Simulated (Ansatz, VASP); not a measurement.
**SrTiO3 in VASP and in Ansatz**

File INCAR:

```
  ALGO = Normal
  EDIFF = 1E-6
  ENCUT = 520
  GGA = PE
  ISIF = 2
  ISMEAR = 0
  LASPH = T
  LCHARG = T
  LDAU = T
  LDAUJ = 0 0 0
  LDAUL = -1 2 -1
  LDAUPRINT = 1
  LDAUTYPE = 2
  LDAUU = 0 4 0
  LELF = T
  LMAXMIX = 4
  LREAL = F
  LVHAR = T
  LWAVE = F
  NBANDS = 28
  NELM = 150
  PREC = Accurate
  SIGMA = 0.1
```

Contents of KPOINTS:

```
k-points
0
Gamma
  6 6 6
```

File POSCAR:

```
SrTiO3
1.0
    3.9052800000      0.0000000000      0.0000000000
    0.0000000000      3.9052800000      0.0000000000
    0.0000000000      0.0000000000      3.9052800000
Sr Ti O
1 1 3
Direct
    0.5000000000      0.5000000000      0.5000000000
    0.0000000000      0.0000000000      0.0000000000
    0.5000000000      0.0000000000      0.0000000000
    0.0000000000      0.5000000000      0.0000000000
    0.0000000000      0.0000000000      0.5000000000
```

Input for Ansatz:

```yaml
crystal:
  lattice:
    - [3.90528, 0.0, 0.0]
    - [0.0, 3.90528, 0.0]
    - [0.0, 0.0, 3.90528]
  atoms:
    - { symbol: Sr, position: [0.5, 0.5, 0.5] }
    - { symbol: Ti, position: [0.0, 0.0, 0.0] }
    - { symbol: O, position: [0.5, 0.0, 0.0] }
    - { symbol: O, position: [0.0, 0.5, 0.0] }
    - { symbol: O, position: [0.0, 0.0, 0.5] }
basis:
  ecutwfc: 420
kpoints:
  mp_grid: { grid: [6, 6, 6] }
hamiltonian:
  xc: pbe
  hubbard: { sites: [{ species: Ti, l: d, u_eff: 4.0 }] }
scf:
  occupations: { method: gaussian, width: 0.1 }
output:
  forces: true
  stress: true
  eigenvalues: true
```

Alike in both runs: task single point; functional PBE; k mesh 6 × 6 × 6; occupations gaussian, width 0.1 eV; no spin polarisation; Hubbard terms Ti d U = 4.0 eV.

```csv
,VASP,Ansatz
version,VASP 6.6.1,Ansatz 0.2.0
potentials or method,"VASP PAW PBE potentials, release 64 (Sr_sv, Ti_sv, O), cutoff 520 eV","scalar-relativistic, plane waves, PAW"
valence electrons in the cell,40,40
```

Ansatz gave:

| Property | Result |
| --- | --- |
| gap on the k mesh at the Fermi level (eV) | 2.37 |
| least direct gap on the mesh (eV) | 2.78 |
| pressure (GPa) | 5.8 |

Q: What did VASP give for the same quantities?

A: gap on the k mesh at the Fermi level (eV): 2.38; least direct gap on the mesh (eV): 2.80; pressure (GPa): 8.8.

The programs project onto different local orbitals, so the same U acts differently, and such runs can settle in different states.
